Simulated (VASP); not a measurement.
# Al5Ni (Cmmm) in VASP: a series of runs, part 2 of 2

VASP 6.6.1.

## (3) Single point, PBE, collinear spin, ferromagnetic start

This run uses another cell than the first one, of 15.53 Å³/atom, 1.057 times its volume.

INCAR

```
SYSTEM = Al5Ni
PREC     = Accurate       ! precision mode
ENCUT    = 520            ! plane-wave cutoff, eV
EDIFF    = 1E-6           ! SCF threshold, eV
ISMEAR   = 0              ! smearing method
SIGMA    = 0.1            ! smearing width, eV
LREAL    = .False.        ! projectors in reciprocal space
LASPH    = .True.         ! aspherical terms in the spheres
NELM     = 150            ! most SCF steps
ALGO     = Fast           ! electronic algorithm
ISIF     = 2              ! what is computed and relaxed
LWAVE    = .False.        ! write WAVECAR
LCHARG   = .False.        ! write CHGCAR
ISPIN    = 2              ! spin polarisation
MAGMOM   = 0 0 0 0 0 2    ! initial moments
LORBIT   = 11             ! projections on sites
LMAXMIX  = 4              ! l up to which the mixer works
GGA      = PE             ! functional
NBANDS   = 26             ! bands
```

KPOINTS

```
Automatic mesh
0
Gamma
  4 4 6
  0 0 0
```

POSCAR

```
Al5Ni
1.0
    2.1392172707     -7.6925183925      0.0000000000
    2.1392172707      7.6925183925      0.0000000000
    0.0000000000      0.0000000000      2.8304058153
Al Ni
5 1
Direct
    0.5000000000      0.5000000000      0.5000000000
    0.3025484781      0.6974515219      0.0000000000
    0.1320904207      0.8679095793      0.5000000000
    0.8679095793      0.1320904207      0.5000000000
    0.6974515219      0.3025484781      0.0000000000
    0.0000000000      0.0000000000      0.0000000000
```

Potentials or basis: VASP PAW PBE potentials, release 64 (Al, Ni).

Launch:

```sh
cat potpaw_PBE.64/Al/POTCAR potpaw_PBE.64/Ni/POTCAR > POTCAR
mpirun -np 1 vasp_std > vasp.out
```

Wall time 4.6 min (1 thread of Intel Xeon 6975P-C, shared host); peak memory 0.4 GiB.

Results (log left out):

| Item | Value |
| --- | --- |
| Free energy | -25.2432 eV |
| Pressure | 0.1 GPa |
| Largest force | 0.014 eV/Å |
| Net moment | 0.00 μB per cell |
| Valence electrons inside the program's atomic spheres | Al 0.74, 0.79; Ni 9.41 |

Forces in eV/Å, atoms in the order of the input:
```
Al   0.000  0.000  0.000
Al   0.000 -0.014  0.000
Al   0.000 -0.003  0.000
Al   0.000  0.003  0.000
Al   0.000  0.014  0.000
Ni   0.000  0.000  0.000
```

Levels at points of the mesh, in eV from the Fermi level:
Spin up:
| k point | band 8 | band 9 | band 10 | band 11 | band 12 | band 13 | band 14 | band 15 | band 16 | band 17 |
| --- | --- | --- | --- | --- | --- | --- | --- | --- | --- | --- |
| (0.00, 0.00, 0.00) | -2.11 | -2.10 | -1.95 | -1.85 | -1.43 | -0.41 | 0.55 | 1.23 | 2.81 | 3.26 |
| (0.50, 0.00, 0.00) | -2.47 | -2.11 | -1.94 | -1.88 | -1.83 | 0.09 | 3.16 | 3.93 | 6.43 | 6.63 |
| (0.50, 0.50, 0.00) | -2.52 | -1.95 | -1.85 | -1.69 | -1.06 | -0.35 | -0.08 | 1.46 | 3.67 | 5.42 |
| (0.00, 0.00, 0.50) | -2.65 | -2.16 | -2.10 | -0.72 | 0.80 | 1.36 | 2.29 | 2.36 | 2.57 | 2.65 |
| (0.50, 0.00, 0.50) | -3.11 | -3.06 | -2.24 | -2.14 | -0.98 | -0.77 | -0.75 | -0.70 | 0.61 | 1.05 |
| (0.50, 0.50, 0.50) | -2.15 | -1.26 | -1.26 | -0.73 | -0.03 | 0.55 | 0.67 | 1.41 | 2.08 | 2.80 |
Spin down:
| k point | band 8 | band 9 | band 10 | band 11 | band 12 | band 13 | band 14 | band 15 | band 16 | band 17 |
| --- | --- | --- | --- | --- | --- | --- | --- | --- | --- | --- |
| (0.00, 0.00, 0.00) | -2.11 | -2.10 | -1.95 | -1.85 | -1.43 | -0.41 | 0.55 | 1.23 | 2.81 | 3.26 |
| (0.50, 0.00, 0.00) | -2.47 | -2.11 | -1.94 | -1.88 | -1.83 | 0.09 | 3.16 | 3.93 | 6.43 | 6.63 |
| (0.50, 0.50, 0.00) | -2.52 | -1.95 | -1.85 | -1.69 | -1.06 | -0.35 | -0.08 | 1.46 | 3.67 | 5.42 |
| (0.00, 0.00, 0.50) | -2.65 | -2.16 | -2.10 | -0.72 | 0.80 | 1.36 | 2.29 | 2.36 | 2.57 | 2.65 |
| (0.50, 0.00, 0.50) | -3.11 | -3.06 | -2.24 | -2.14 | -0.98 | -0.77 | -0.75 | -0.70 | 0.61 | 1.05 |
| (0.50, 0.50, 0.50) | -2.15 | -1.26 | -1.26 | -0.73 | -0.03 | 0.55 | 0.67 | 1.41 | 2.08 | 2.80 |

Caveat: the k points lie up to 0.38 Å⁻¹ apart; the starting moments collapsed, and a magnetic state may lie lower.

## (4) Single point, PBE

This run uses another cell than the first one, of 15.52 Å³/atom, 1.056 times its volume.

INCAR

```
PREC = Accurate
ENCUT = 520
EDIFF = 1E-6
ISMEAR = 0
SIGMA = 0.1
LREAL = F
LASPH = T
NELM = 100
ALGO = Fast
ISIF = 2
LWAVE = F
LCHARG = T
GGA = PE
LELF = T
LVHAR = T
NBANDS = 22
```

KPOINTS

```
regular mesh
0
Gamma
  10 10 14
```

POSCAR

```
Al5Ni
1.0
    2.1639812188     -7.7370890358      0.0000000000
    2.1639812188      7.7370890358      0.0000000000
    0.0000000000      0.0000000000      2.7804582768
Al Ni
5 1
Direct
    0.5000000000      0.5000000000      0.5000000000
    0.3035844441      0.6964155559      0.0000000000
    0.1314573325      0.8685426675      0.5000000000
    0.8685426675      0.1314573325      0.5000000000
    0.6964155559      0.3035844441      0.0000000000
    0.0000000000      0.0000000000      0.0000000000
```

Launch:

```sh
cat potpaw_PBE.64/Al/POTCAR potpaw_PBE.64/Ni/POTCAR > POTCAR
mpirun -np 1 vasp_std > vasp.out
```

Wall time 19 min (1 thread of Intel Xeon 6975P-C, shared host); peak memory 0.61 GiB.

Results (log left out):

```yaml
Free_energy: -25.1769 eV
Pressure: -0.1 GPa
Largest_force: 0.004 eV/Å
```

Forces in eV/Å, atoms in the order of the input:
```
Al   0.000  0.000  0.000
Al   0.000  0.000  0.000
Al   0.000 -0.004  0.000
Al   0.000  0.004  0.000
Al   0.000  0.000  0.000
Ni   0.000  0.000  0.000
```

Levels at points of the mesh, in eV from the Fermi level:
```tsv
k point	band 9	band 10	band 11	band 12	band 13	band 14	band 15	band 16
(0.00, 0.00, 0.00)	-2.14	-1.90	-1.75	-1.51	-0.54	0.41	1.04	2.54
(0.50, 0.00, 0.00)	-2.15	-1.92	-1.89	-1.78	-0.01	2.97	3.79	6.11
(0.50, 0.50, 0.00)	-1.90	-1.81	-1.75	-1.17	-0.48	-0.32	1.27	3.53
(0.00, 0.00, 0.50)	-2.15	-2.10	-0.59	0.89	1.39	2.27	2.29	2.59
(0.50, 0.00, 0.50)	-2.99	-2.23	-2.10	-0.92	-0.73	-0.68	-0.58	0.75
(0.50, 0.50, 0.50)	-1.21	-1.20	-0.64	0.08	0.63	0.79	1.45	2.06
```

Spin polarisation is off, so any magnetic state and its effect on volume and gap are missing.

## (5) Relaxation of cell and atoms, PBE, collinear spin, ferromagnetic start

INCAR

```
SYSTEM = Al5Ni
PREC = Accurate ; ENCUT = 600
EDIFF = 1E-7 ; ISMEAR = 0
SIGMA = 0.1 ; LREAL = .FALSE.
LASPH = .TRUE. ; NELM = 150
ALGO = Normal ; ISIF = 3
LWAVE = .FALSE. ; LCHARG = .FALSE.
ISPIN = 2 ; MAGMOM = 0 0 0 0 0 2
LORBIT = 11 ; LMAXMIX = 4
GGA = PE ; IBRION = 2
NSW = 90 ; EDIFFG = -0.04
```

KPOINTS

```
regular mesh
0
G
  4 4 6
  0 0 0
```

POSCAR

```
Al5Ni
1.0
    2.1819852500     -6.5459557500      0.0000000000
    2.1819852500      6.5459557500      0.0000000000
    0.0000000000      0.0000000000      3.0857931300
Al Ni
5 1
Direct
    0.5000000000      0.5000000000      0.5000000000
    0.3333333300      0.6666666700      0.0000000000
    0.1666666700      0.8333333300      0.5000000000
    0.8333333300      0.1666666700      0.5000000000
    0.6666666700      0.3333333300      0.0000000000
    0.0000000000      0.0000000000      0.0000000000
```

Launch:

```sh
cat potpaw_PBE.64/Al/POTCAR potpaw_PBE.64/Ni/POTCAR > POTCAR
mpirun -np 1 vasp_std > vasp.out
```

Wall time 12 min (1 thread of AMD EPYC 9R45 (Zen 5), shared host); peak memory 0.37 GiB.

It converged, with:

- Free energy: -24.6153 eV
- Relaxed volume: 15.19 Å³/atom
- Relaxed cell: a = 6.936 Å, b = 6.936 Å, c = 3.280 Å, α = 90.00°, β = 90.00°, γ = 144.71°
- Space group after relaxing (to 0.05 Å): Cmmm (No. 65)
- Energy gained by relaxing: 74.5 meV/atom
- Ionic steps: 11
- Pressure after relaxing: 0.1 GPa
- Largest force after relaxing: 0.040 eV/Å
- Net moment: 0.00 μB per cell
- Valence electrons inside the program's atomic spheres: Al 0.75, 0.78, 0.79; Ni 9.32

Forces in eV/Å, atoms in the order of the input:
```
Al   0.000  0.000  0.000
Al   0.000  0.040  0.000
Al   0.000  0.030  0.000
Al   0.000 -0.030  0.000
Al   0.000 -0.040  0.000
Ni   0.000  0.000  0.000
```

Stress tensor (GPa, compression positive):
```
 0.37  0.00  0.00
 0.00  0.20  0.00
 0.00  0.00 -0.41
```

The path:
```tsv
step	energy change (eV)	largest force (eV/Å)	pressure (GPa)	volume (Å³)
1	0.0000	1.2885	2.33	88.15
2	-0.1717	0.8097	-0.68	90.89
3	-0.2165	0.5519	-2.69	93.48
4	-0.3068	0.4805	0.09	90.68
5	-0.3216	0.5894	1.99	89.09
6	-0.3894	0.5017	1.33	89.83
7	-0.4110	0.3768	0.98	90.51
8	-0.4375	0.1711	-1.05	92.36
9	-0.4376	0.1599	-1.17	92.46
10	-0.4472	0.0373	0.16	91.05
11	-0.4473	0.0398	0.06	91.17
```

Final structure:
```yaml
crystal:
  lattice:
    - [2.10226, -6.61008, 0.00000]
    - [2.10226, 6.61008, 0.00000]
    - [0.00000, 0.00000, 3.28026]
  atoms:
    - { symbol: Al, position: [0.50000, 0.50000, 0.50000] }
    - { symbol: Al, position: [0.32377, 0.67623, 0.00000] }
    - { symbol: Al, position: [0.14353, 0.85647, 0.50000] }
    - { symbol: Al, position: [0.85647, 0.14353, 0.50000] }
    - { symbol: Al, position: [0.67623, 0.32377, 0.00000] }
    - { symbol: Ni, position: [0.00000, 0.00000, 0.00000] }
```

Levels at points of the mesh, in eV from the Fermi level:
Spin up:
| k point | band 10 | band 11 | band 12 | band 13 | band 14 | band 15 |
| --- | --- | --- | --- | --- | --- | --- |
| (0.00, 0.00, 0.00) | -1.60 | -1.34 | 0.32 | 1.39 | 1.91 | 3.07 |
| (0.50, 0.00, 0.00) | -1.93 | -1.19 | 0.83 | 2.05 | 3.50 | 3.71 |
| (0.50, 0.50, 0.00) | -1.52 | -0.77 | 0.19 | 0.52 | 0.82 | 2.24 |
| (0.00, 0.00, 0.50) | -1.70 | -1.22 | 0.49 | 0.61 | 1.40 | 1.74 |
| (0.50, 0.00, 0.50) | -1.83 | -1.76 | -1.11 | -0.99 | -0.85 | -0.21 |
| (0.50, 0.50, 0.50) | -0.47 | -0.31 | -0.14 | 0.38 | 0.62 | 0.99 |
Spin down:
```csv
k point,band 8,band 9,band 10,band 11,band 12,band 13,band 14,band 15,band 16,band 17
"(0.00, 0.00, 0.00)",-2.12,-1.85,-1.60,-1.34,0.32,1.39,1.91,3.07,3.48,4.05
"(0.50, 0.00, 0.00)",-2.08,-2.00,-1.93,-1.19,0.83,2.05,3.50,3.71,5.07,5.37
"(0.50, 0.50, 0.00)",-2.13,-1.85,-1.52,-0.77,0.19,0.52,0.82,2.24,2.24,2.33
"(0.00, 0.00, 0.50)",-2.10,-2.08,-1.70,-1.22,0.49,0.61,1.40,1.74,1.80,1.85
"(0.50, 0.00, 0.50)",-3.64,-2.70,-1.83,-1.76,-1.11,-0.99,-0.85,-0.21,0.56,1.20
"(0.50, 0.50, 0.50)",-2.02,-1.27,-0.47,-0.31,-0.14,0.38,0.62,0.99,1.34,2.16
```

Caveat: the k points lie up to 0.39 Å⁻¹ apart in the final cell; the starting moments collapsed, and a magnetic state may lie lower.
